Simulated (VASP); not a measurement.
# GaSb in VASP: single point with PBEsol

Aim: the single point of GaSb with PBEsol.

All numbers are computed with VASP 6.6.1; they aren't measurements. Logs are shortened: lines on timing, memory, paths and dates and some standing lists are left out, and cuts for length are marked.

**1. The cell of the first run**

The cell holds a wire with vacuum, 4 atoms: a = 11.500 Å, b = 9.300 Å, c = 5.190 Å, α = 90.00°, β = 90.00°, γ = 90.00°.

**2. Single point, PBEsol, collinear spin, ferromagnetic start**

File INCAR:

```
  PREC = Accurate
  ENCUT = 520
  EDIFF = 1E-7
  ISMEAR = 0
  SIGMA = 0.05
  LREAL = F
  LASPH = T
  NELM = 150
  ALGO = Normal
  ISIF = 2
  LWAVE = F
  LCHARG = F
  ISPIN = 2
  MAGMOM = 0.5 0.5 0.5 0.5
  LORBIT = 11
  GGA = PS
  NBANDS = 30
```

File KPOINTS:

```
Automatic mesh
0
Gamma
  1 1 14
```

File POSCAR:

```
GaSb
1.0
   11.5000000000      0.0000000000      0.0000000000
    0.0000000000      9.3000000000      0.0000000000
    0.0000000000      0.0000000000      5.1899147422
Ga Sb
2 2
Direct
    0.4061961084      0.5000000000      0.0000000000
    0.5938038916      0.5000000000      0.5000000000
    0.3655486325      0.5000000000      0.5000000000
    0.6344513675      0.5000000000      0.0000000000
```

Potentials or basis: VASP PAW PBE potentials, release 64 (Ga_d, Sb).

On the command line:

```console
$ cat potpaw_PBE.64/Ga_d/POTCAR potpaw_PBE.64/Sb/POTCAR > POTCAR
$ mpirun -np 1 vasp_std > vasp.out
```

OUTCAR:

```text
PREC = Accurate
   ENCUT = 520
   EDIFF = 1E-7
   ISMEAR = 0
   LREAL = F
   LASPH = T
   NELM = 150
   ISIF = 2
   ISPIN = 2
   LORBIT = 11
   GGA = PS

 ion  position               nearest neighbor table
   1  0.406  0.500  0.000-   4 2.62   3 2.64   3 2.64
   2  0.594  0.500  0.500-   3 2.62   4 2.64   4 2.64
   3  0.366  0.500  0.500-   2 2.62   1 2.64   1 2.64
   4  0.634  0.500  0.000-   1 2.62   2 2.64   2 2.64

  LATTYP: Found a simple orthorhombic cell.
 ALAT       =     5.1899147422
 B/A-ratio  =     1.7919369512
 C/A-ratio  =     2.2158360149

  Lattice vectors:

 A1 = (   0.0000000000,   0.0000000000,  -5.1899147422)
 A2 = (   0.0000000000,   9.3000000000,   0.0000000000)
 A3 = (  11.5000000000,   0.0000000000,   0.0000000000)

Analysis of symmetry for initial positions (statically):
=====================================================================
 Subroutine PRICEL returns:
 Original cell was already a primitive cell.

 Routine SETGRP: Setting up the symmetry group for a
 simple orthorhombic supercell.

 Subroutine GETGRP returns: Found  8 space group operations
 (whereof  4 operations were pure point group operations)
 out of a pool of  8 trial point group operations.

The static configuration has the point symmetry C_2v.
 The point group associated with its full space group is D_2h.

Analysis of symmetry for dynamics (positions and initial velocities):
=====================================================================
 Subroutine PRICEL returns:
 Original cell was already a primitive cell.

 Routine SETGRP: Setting up the symmetry group for a
 simple orthorhombic supercell.

 Subroutine GETGRP returns: Found  8 space group operations
 (whereof  4 operations were pure point group operations)
 out of a pool of  8 trial point group operations.

The dynamic configuration has the point symmetry C_2v.
 The point group associated with its full space group is D_2h.

Analysis of structural, dynamic, and magnetic symmetry:
=====================================================================
 Subroutine PRICEL returns:
 Original cell was already a primitive cell.

 Routine SETGRP: Setting up the symmetry group for a
 simple orthorhombic supercell.

 Subroutine GETGRP returns: Found  8 space group operations
 (whereof  4 operations were pure point group operations)
 out of a pool of  8 trial point group operations.

The overall configuration has the point symmetry C_2v.
 The point group associated with its full space group is D_2h.

 Subroutine INISYM returns: Found  8 space group operations
 (whereof  4 operations are pure point group operations),
 and found     1 'primitive' translations

----------------------------------------------------------------------------------------

                                     Primitive cell

  volume of cell :     555.0614

  direct lattice vectors                    reciprocal lattice vectors
    11.500000000  0.000000000  0.000000000     0.086956522  0.000000000  0.000000000
     0.000000000  9.300000000  0.000000000     0.000000000  0.107526882  0.000000000
     0.000000000  0.000000000  5.189914742     0.000000000  0.000000000  0.192681393

  length of vectors
    11.500000000  9.300000000  5.189914742     0.086956522  0.107526882  0.192681393

  position of ions in fractional coordinates (direct lattice)
     0.406196108  0.500000000  0.000000000
     0.593803892  0.500000000  0.500000000
     0.365548633  0.500000000  0.500000000
     0.634451367  0.500000000  0.000000000

  ion indices of the primitive-cell ions
   primitive index   ion index
                 1           1
                 2           2
                 3           3
                 4           4

----------------------------------------------------------------------------------------

 KPOINTS: Automatic mesh

Automatic generation of k-mesh.
 Grid dimensions read from file:
 generate k-points for:    1    1   14

 Generating k-lattice:

  Cartesian coordinates                     Fractional coordinates (reciprocal lattice)
     0.086956522  0.000000000  0.000000000     1.000000000  0.000000000  0.000000000
     0.000000000  0.107526882  0.000000000     0.000000000  1.000000000  0.000000000
     0.000000000  0.000000000  0.013762957     0.000000000  0.000000000  0.071428571

  Length of vectors
     0.086956522  0.107526882  0.013762957

  Shift w.r.t. Gamma in fractional coordinates (k-lattice)
     0.000000000  0.000000000  0.000000000

 Subroutine IBZKPT returns following result:
 ===========================================

 Found      8 irreducible k-points:

 Following reciprocal coordinates:
            Coordinates               Weight
  0.000000  0.000000  0.000000      1.000000
  0.000000  0.000000  0.071429      2.000000
  0.000000  0.000000  0.142857      2.000000
  0.000000  0.000000  0.214286      2.000000
  0.000000  0.000000  0.285714      2.000000
  0.000000  0.000000  0.357143      2.000000
  0.000000  0.000000  0.428571      2.000000
  0.000000  0.000000  0.500000      1.000000
   k-points           NKPTS =      8   k-points in BZ     NKDIM =      8   number of bands    NBANDS=     30
   number of dos      NEDOS =    301   number of ions     NIONS =      4
   total plane-waves  NPLWV = 252000
   dimension x,y,z NGX =    90 NGY =   70 NGZ =   40
   dimension x,y,z NGXF=   180 NGYF=  140 NGZF=   80
   ions per type =               2   2
   NGX,Y,Z   is equivalent  to a cutoff of  13.01, 12.51, 12.81 a.u.
   NGXF,Y,Z  is equivalent  to a cutoff of  26.02, 25.03, 25.63 a.u.
 SYSTEM =  unknown system
   PREC   = accura    normal or accurate (medium, high low for compatibility)
   ISTART =      0    job   : 0-new  1-cont  2-samecut
   ICHARG =      2    charge: 1-file 2-atom 10-const
   ISPIN  =      2    spin polarized calculation?
   LNONCOLLINEAR =      F non collinear calculations
   LSORBIT =      F    spin-orbit coupling
   LASPH  =      T    aspherical Exc in radial PAW
   ENCUT  =  520.0 eV  38.22 Ry    6.18 a.u.  21.38 17.29  9.65*2*pi/ulx,y,z
   NELM   =    150;   NELMIN=  2; NELMDL= -5     # of ELM steps
   EDIFF  = 0.1E-06   stopping-criterion for ELM
   LREAL  =      F    real-space projection
   EDIFFG = 0.1E-05   stopping-criterion for IOM
   NSW    =      0    number of steps for IOM
   IBRION =     -1    ionic relax: 0-MD 1-quasi-New 2-CG
   NFREE  =      0    steps in history (QN), initial steepest desc. (CG)
   ISIF   =      2    stress and relaxation
   ISYM   =      2    0-nonsym 1-usesym 2-fastsym
   POTIM  = 0.5000    time-step for ionic-motion
   TEBEG  =    0.0;   TEEND  =   0.0 temperature during run
   PSTRESS=    0.0 pullay stress
   NELECT =      36.0000    total number of electrons
   NUPDOWN=      -1.0000    fix difference up-down
   EMIN   =  10.00;   EMAX   =-10.00  energy-range for DOS
   EFERMI =   0.00;   METHOD = LEGACY
   ISMEAR =     0;   SIGMA  =   0.05  broadening in eV -4-tet -1-fermi 0-gaus
   EFERMI_NEDOS =   21; number of points for ismear=-14 and -15
   IALGO  =     38    algorithm
   IMIX   =      4    mixing-type and parameters
     AMIX     =   0.40;   BMIX     =  1.00
     AMIX_MAG =   1.60;   BMIX_MAG =  1.00
  volume/ion in A,a.u.               =     138.77       936.43
  Fermi-wavevector in a.u.,A,eV,Ry     =   0.657752  1.242971  5.886388  0.432637
  Thomas-Fermi vector in A             =   1.729358
   LORBIT       =     11    0 simple, 1 ext, 2 COOP (PROOUT), +10 PAW based schemes
   GGA     = PS    functional components
   LHFCALC =     F    Hartree Fock is set to
   AEXX    =    0.0000 exact exchange contribution
   IVDW    =     0    specifies the selected vdW correction
   LEPSILON=     F    determine dielectric tensor
   LRPA    =     F    only Hartree local field effects (RPA)
 spin polarized calculation
 Gauss-broadening in eV      SIGMA  =   0.05
  energy-cutoff  :      520.00
  volume of cell :      555.06
 maximum number of plane-waves:     14976
 NGX is ok and might be reduce to    90
   NGX = 43   NGY = 35   NGZ = 19

 number of electron      36.0000002 magnetization       0.4285780

 Free energy of the ion-electron system (eV)
  ---------------------------------------------------
  ext. energy  EPLUGINS =         0.00000000
  ---------------------------------------------------
  free energy    TOTEN  =       -12.73607026 eV

  energy without entropy =      -12.73068990  energy(sigma->0) =      -12.73338008

 E-fermi :  -2.7953     XC(G=0):  -2.9964

 val. band max:       -2.8048912398   @ k =   0.0000   0.0000   0.1429
 cond. band min:      -2.7830838732   @ k =   0.0000   0.0000   0.3571
 fundamental gap:      0.0218073667
 Fermi energy:        -2.7953111449

 spin component 1

 k-point     1 :       0.0000    0.0000    0.0000
  band No.  band energies     occupation
      1     -17.8035      1.00000
      2     -17.7853      1.00000
      3     -17.7018      1.00000
      4     -17.6860      1.00000
      5     -17.6832      1.00000
      6     -17.6814      1.00000
[... 253 lines left out ...]
     29       2.9586      0.00000
     30       2.9586      0.00000
 Fermi energy:        -2.7953111449

 spin component 2

 k-point     1 :       0.0000    0.0000    0.0000
  band No.  band energies     occupation
      1     -17.8031      1.00000
      2     -17.7865      1.00000
      3     -17.7019      1.00000
      4     -17.6873      1.00000
      5     -17.6836      1.00000
      6     -17.6833      1.00000
[... 253 lines left out ...]
     29       2.9878      0.00000
     30       2.9878      0.00000

------------------------ aborting loop because EDIFF is reached ----------------------------------------

  FORCE on cell =-STRESS in cart. coord.  units (eV):
  Direction    XX          YY          ZZ          XY          YZ          ZX
  --------------------------------------------------------------------------------------
  -------------------------------------------------------------------------------------
  Total        0.0220234      0.0974558      0.1760570      0.0000000      0.0000000      0.0000000
  in kB        0.0635703      0.2813049      0.5081863      0.0000000      0.0000000      0.0000000
  external PRESSURE =       0.2843538 kB  Pullay stress =       0.0000000 kB

 VOLUME and BASIS-vectors are now :
 -----------------------------------------------------------------------------
  energy-cutoff  :      520.00
  volume of cell :      555.06
      direct lattice vectors                 reciprocal lattice vectors
    11.500000000  0.000000000  0.000000000     0.086956522  0.000000000  0.000000000
     0.000000000  9.300000000  0.000000000     0.000000000  0.107526882  0.000000000
     0.000000000  0.000000000  5.189914742     0.000000000  0.000000000  0.192681393

 POSITION                                       TOTAL-FORCE (eV/Angst)
 -----------------------------------------------------------------------------------
      4.67126      4.65000      0.00000        -0.014814      0.000000      0.000000
      6.82874      4.65000      2.59496         0.014814      0.000000      0.000000
      4.20381      4.65000      2.59496        -0.014675      0.000000      0.000000
      7.29619      4.65000      0.00000         0.014675      0.000000      0.000000
 -----------------------------------------------------------------------------------
    total drift:                                0.000000     -0.000000     -0.000000

  FREE ENERGIE OF THE ION-ELECTRON SYSTEM (eV)
  ---------------------------------------------------
  free  energy   TOTEN  =       -12.7360702613 eV

  energy  without entropy=      -12.7306898976  energy(sigma->0) =      -12.73338008

 total charge

# of ion       s       p       d       tot
------------------------------------------
    1        1.020   0.586   9.955  11.561
    2        1.020   0.586   9.955  11.561
    3        1.181   1.245   0.022   2.448
    4        1.181   1.245   0.022   2.448
--------------------------------------------------
tot          4.402   3.662  19.953  28.017

 magnetization (x)

# of ion       s       p       d       tot
------------------------------------------
    1       -0.003  -0.008   0.002  -0.008
    2       -0.003  -0.008   0.002  -0.008
    3        0.001   0.084  -0.000   0.085
    4        0.001   0.084  -0.000   0.085
--------------------------------------------------
tot         -0.004   0.153   0.004   0.153
```

It took 7.7 min on 1 thread of Intel Xeon Platinum 8488C (Sapphire Rapids), shared host; peak memory 0.83 GiB.

Results:

| Item | Value |
| --- | --- |
| Free energy | -12.7361 eV |
| Largest force | 0.015 eV/Å |
| Net moment | 0.43 μB per cell |
| Site moments | Ga -0.01; Sb +0.09 μB |
| Valence electrons inside the program's atomic spheres | Ga 11.56; Sb 2.45 |

Forces on the atoms (eV/Å):
```
Ga  -0.015  0.000  0.000
Ga   0.015  0.000  0.000
Sb  -0.015  0.000  0.000
Sb   0.015  0.000  0.000
```

Caveat: the PAW data sets were made with another functional, which shifts forces and pressure a little; spin-orbit coupling is left out, which moves the levels of the heavy elements.
